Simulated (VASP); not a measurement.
# Os (Fd-3m) in VASP: a series of runs, part 2 of 2

VASP 6.6.1. The steps go on from the part before.

**5. Relaxation of cell and atoms, PBE**

Input file INCAR:

```
SYSTEM = Os
PREC = Accurate
ENCUT = 600
EDIFF = 1E-6
ISMEAR = -1
SIGMA = 0.05
LREAL = .False.
LASPH = .True.
NELM = 100
ALGO = Normal
ISIF = 3
LWAVE = .False.
LCHARG = .False.
GGA = PE
IBRION = 2
NSW = 80
EDIFFG = -0.01
```

Input file KPOINTS:

```
regular mesh
0
Gamma
  7 7 7
  0 0 0
```

Input file POSCAR:

```
Os
1.0
    0.0000000000      2.7776647402      2.7776647402
    2.7776647402      0.0000000000      2.7776647402
    2.7776647402      2.7776647402      0.0000000000
Os
2
Direct
    0.0000000000      0.0000000000      0.0000000000
    0.2500000000      0.2500000000      0.2500000000
```

Potentials or basis: VASP PAW PBE potentials, release 64 (Os).

Command:

```
$ cat potpaw_PBE.64/Os/POTCAR > POTCAR
$ mpirun -np 1 vasp_std > vasp.out
```

OUTCAR:

```text
SYSTEM = Os
   PREC = Accurate
   ENCUT = 600
   EDIFF = 1E-6
   ISMEAR = -1
   LREAL = .False.
   LASPH = .True.
   NELM = 100
   ISIF = 3
   GGA = PE
   IBRION = 2
   NSW = 80
   EDIFFG = -0.01

 ion  position               nearest neighbor table
   1  0.000  0.000  0.000-   2 2.41   2 2.41   2 2.41   2 2.41
   2  0.250  0.250  0.250-   1 2.41   1 2.41   1 2.41   1 2.41

  LATTYP: Found a face centered cubic cell.
 ALAT       =     5.5553294804

  Lattice vectors:

 A1 = (   0.0000000000,   2.7776647402,   2.7776647402)
 A2 = (   2.7776647402,   0.0000000000,   2.7776647402)
 A3 = (   2.7776647402,   2.7776647402,   0.0000000000)

Analysis of symmetry for initial positions (statically):
=====================================================================
 Subroutine PRICEL returns:
 Original cell was already a primitive cell.

 Routine SETGRP: Setting up the symmetry group for a
 face centered cubic supercell.

 Subroutine GETGRP returns: Found 48 space group operations
 (whereof 24 operations were pure point group operations)
 out of a pool of 48 trial point group operations.

The static configuration has the point symmetry T_d .
 The point group associated with its full space group is O_h .

Analysis of symmetry for dynamics (positions and initial velocities):
=====================================================================
 Subroutine PRICEL returns:
 Original cell was already a primitive cell.

 Routine SETGRP: Setting up the symmetry group for a
 face centered cubic supercell.

 Subroutine GETGRP returns: Found 48 space group operations
 (whereof 24 operations were pure point group operations)
 out of a pool of 48 trial point group operations.

The dynamic configuration has the point symmetry T_d .
 The point group associated with its full space group is O_h .

 Subroutine INISYM returns: Found 48 space group operations
 (whereof 24 operations are pure point group operations),
 and found     1 'primitive' translations

[... 103 lines left out ...]
   EFERMI =   0.00;   METHOD = LEGACY
   ISMEAR =    -1;   SIGMA  =   0.05  broadening in eV -4-tet -1-fermi 0-gaus
   EFERMI_NEDOS =   21; number of points for ismear=-14 and -15
   IALGO  =     38    algorithm
   IMIX   =      4    mixing-type and parameters
     AMIX     =   0.40;   BMIX     =  1.00
     AMIX_MAG =   1.60;   BMIX_MAG =  1.00
  volume/ion in A,a.u.               =      21.43       144.62
  Fermi-wavevector in a.u.,A,eV,Ry     =   1.178759  2.227531 18.904923  1.389473
  Thomas-Fermi vector in A             =   2.315082
   LORBIT       =      0    0 simple, 1 ext, 2 COOP (PROOUT), +10 PAW based schemes
   GGA     = PE    functional components
   LHFCALC =     F    Hartree Fock is set to
   AEXX    =    0.0000 exact exchange contribution
   IVDW    =     0    specifies the selected vdW correction
   LEPSILON=     F    determine dielectric tensor
   LRPA    =     F    only Hartree local field effects (RPA)
 conjugate gradient relaxation of ions
 non-spin polarized calculation
  energy-cutoff  :      600.00
  volume of cell :       42.86
 maximum number of plane-waves:      1459
   NGX = 15   NGY = 15   NGZ = 15

--------------------------------------- Ionic step        1  -------------------------------------------

 number of electron      15.9999999 magnetization

 Free energy of the ion-electron system (eV)
  ---------------------------------------------------
  ext. energy  EPLUGINS =         0.00000000
  ---------------------------------------------------
  free energy    TOTEN  =       -20.00827205 eV

  energy without entropy =      -19.99516540  energy(sigma->0) =      -20.00171872

------------------------ aborting loop because EDIFF is reached ----------------------------------------

  FORCE on cell =-STRESS in cart. coord.  units (eV):
  Direction    XX          YY          ZZ          XY          YZ          ZX
  --------------------------------------------------------------------------------------
  -------------------------------------------------------------------------------------
  Total       -0.2874045     -0.2874045     -0.2874045      0.0000000     -0.0000000      0.0000000
  in kB      -10.7432256    -10.7432256    -10.7432256      0.0000000     -0.0000000      0.0000000
  external PRESSURE =     -10.7432256 kB  Pullay stress =       0.0000000 kB
[... 59 lines left out ...]
--------------------------------------- Ionic step        3  -------------------------------------------

 number of electron      15.9999999 magnetization

 Free energy of the ion-electron system (eV)
  ---------------------------------------------------
  ext. energy  EPLUGINS =         0.00000000
  ---------------------------------------------------
  free energy    TOTEN  =       -20.00903973 eV

  energy without entropy =      -19.99607711  energy(sigma->0) =      -20.00255842

 E-fermi :   4.3809     XC(G=0): -11.2540

 val. band max:        4.3054288555   @ k =  -0.1429   0.1429   0.0000
 cond. band min:       4.4167125878   @ k =   0.2857   0.1429   0.0000
 fundamental gap:      0.1112837323
 Fermi energy:         4.3809166746

 k-point     1 :       0.0000    0.0000    0.0000
  band No.  band energies     occupation
      1      -3.1482      2.00000
      2       0.2418      2.00000
      3       0.2418      2.00000
      4       0.8608      2.00000
      5       0.8608      2.00000
      6       0.8608      2.00000
      7       3.8776      1.99992
      8       3.8776      1.99992
      9       3.8776      1.99992
     10       6.9670      0.00000
     11       6.9670      0.00000
     12      15.7189      0.00000
[... 312 lines left out ...]
  FREE ENERGIE OF THE ION-ELECTRON SYSTEM (eV)
  ---------------------------------------------------
  free  energy   TOTEN  =       -20.0090397317 eV

  energy  without entropy=      -19.9960771088  energy(sigma->0) =      -20.00255842

 reached required accuracy - stopping structural energy minimisation
```

OSZICAR:

```text
N       E                     dE             d eps       ncg     rms          rms(c)
DAV:   1     0.109301135091E+03    0.10930E+03   -0.79397E+03   488   0.135E+03
DAV:   2    -0.100678732540E+02   -0.11937E+03   -0.10721E+03   512   0.385E+02
DAV:   3    -0.205029610679E+02   -0.10435E+02   -0.94124E+01   644   0.869E+01
[... 23 lines left out ...]
DAV:   3    -0.200089170014E+02    0.18957E-02   -0.10551E-02   700   0.920E-01    0.731E-02
DAV:   4    -0.200090180085E+02   -0.10101E-03   -0.41162E-04   504   0.141E-01    0.207E-02
DAV:   5    -0.200090362209E+02   -0.18212E-04   -0.86455E-05   708   0.955E-02    0.224E-02
DAV:   6    -0.200090397869E+02   -0.35660E-05   -0.77654E-06   508   0.178E-02    0.860E-03
DAV:   7    -0.200090397317E+02    0.55220E-07   -0.15556E-06   304   0.109E-02
   3 F= -.20009040E+02 E0= -.20002558E+02  d E =-.767687E-03
```

Run time: 18 s. Hardware: 1 thread of Intel Xeon Platinum 8488C (Sapphire Rapids), shared host; peak memory 0.17 GiB.

What came out:

```yaml
Free_energy: -20.0090 eV
Relaxed_volume: 21.32 Å³/atom
Relaxed_cell: a = 3.921 Å, b = 3.921 Å, c = 3.921 Å, α = 60.00°, β = 60.00°, γ = 60.00°
Space_group_after_relaxing_to_0.05_Å: Fd-3m (No. 227)
Energy_gained_by_relaxing: 0.4 meV/atom
Ionic_steps: 3
Pressure_after_relaxing: 0.0 GPa
Band_gap_on_the_k_mesh: zero (band 8 reaches 4.86 eV, above the bottom of band 9 at 3.84 eV)
```

Step by step:
| step | energy change (eV) | largest force (eV/Å) | pressure (GPa) | volume (Å³) |
| --- | --- | --- | --- | --- |
| 1 | 0.0000 | 0.0000 | -1.07 | 42.86 |
| 2 | 0.0060 | 0.0000 | 3.34 | 41.98 |
| 3 | -0.0008 | 0.0000 | 0.00 | 42.64 |

Final structure:
```cif
data_structure
_symmetry_space_group_name_H-M 'P 1'
_symmetry_Int_Tables_number 1
_cell_length_a 3.9213
_cell_length_b 3.9213
_cell_length_c 3.9213
_cell_angle_alpha 60.000
_cell_angle_beta 60.000
_cell_angle_gamma 60.000
_cell_volume 42.64
loop_
_atom_site_label
_atom_site_type_symbol
_atom_site_fract_x
_atom_site_fract_y
_atom_site_fract_z
_atom_site_occupancy
Os1 Os 0.00000 0.00000 0.00000 1
Os2 Os 0.25000 0.25000 0.25000 1
```

Caveat: spin-orbit coupling is left out, which moves the levels of the heavy elements.

**6. Overview**

| task | cell | cutoff (eV) | gap on the mesh (eV) | pressure (GPa) | relaxed volume (Å³/atom) |
| --- | --- | --- | --- | --- | --- |
| single point | a = 3.928 Å, angles 60.0°, 2 atoms | 520 | none | -1.2 | - |
| relaxation of cell and atoms | relaxed from a = 3.719 Å, angles 60.0°, 2 atoms | 600 | none | 0.1 | 21.31 |
| relaxation of cell and atoms | relaxed from a = 3.928 Å, angles 60.0°, 2 atoms | 600 | none | 0.0 | 21.32 |

Alike in all rows: level PBE; potentials or basis VASP PAW PBE potentials, release 64 (Os); no spin polarisation; k mesh 7 × 7 × 7; smearing fermi-dirac 0.05 eV.

Caveats: spin-orbit coupling is left out, which moves the levels of the heavy elements; the volume moved by over 15 % at a fixed basis, so the end points are rough (some runs).

Absolute energies hang on the potentials; compare differences alone.
